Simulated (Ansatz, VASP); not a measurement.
**One calculation of MgO, two programs**

```
Mg O
1.0
     3.31529    0.00000    0.00000
    -1.65764    2.87112    0.00000
     0.00000    0.00000    5.12155
Mg O
2 2
Direct
  0.33333 0.66667 0.99656
  0.66667 0.33333 0.49656
  0.33333 0.66667 0.39828
  0.66667 0.33333 0.89828
```

Alike in both runs: task single point; functional PBE; k mesh 9 × 9 × 6; occupations gaussian, width 0.05 eV; no spin polarisation.

|  | VASP | Ansatz |
| --- | --- | --- |
| version | VASP 6.6.1 | Ansatz 0.2.0 |
| potentials or method | VASP PAW PBE potentials, release 64 (Mg, O), cutoff 520 eV | scalar-relativistic, plane waves, PAW |
| valence electrons in the cell | 16 | 32 |

```csv
,VASP,Ansatz,Ansatz less VASP
gap on the k mesh at the Fermi level (eV),3.32,3.34,+0.021
least direct gap on the mesh (eV),3.32,3.34,+0.021
pressure (GPa),-0.5,-0.1,+0.43
"traceless stress, the component that is largest in VASP (GPa)",-2.73,-2.73,+0.002
rms of the force components (eV/Å),0.163,0.161,-0.0025
```

Atom by atom the forces differ by 0.002 eV/Å (rms over components). With one functional, cell and mesh, what is left measures potentials, basis and numerics. VASP's potentials hold 16 valence electrons a cell and Ansatz's 32, so a difference there can come from the potentials and not from the codes.
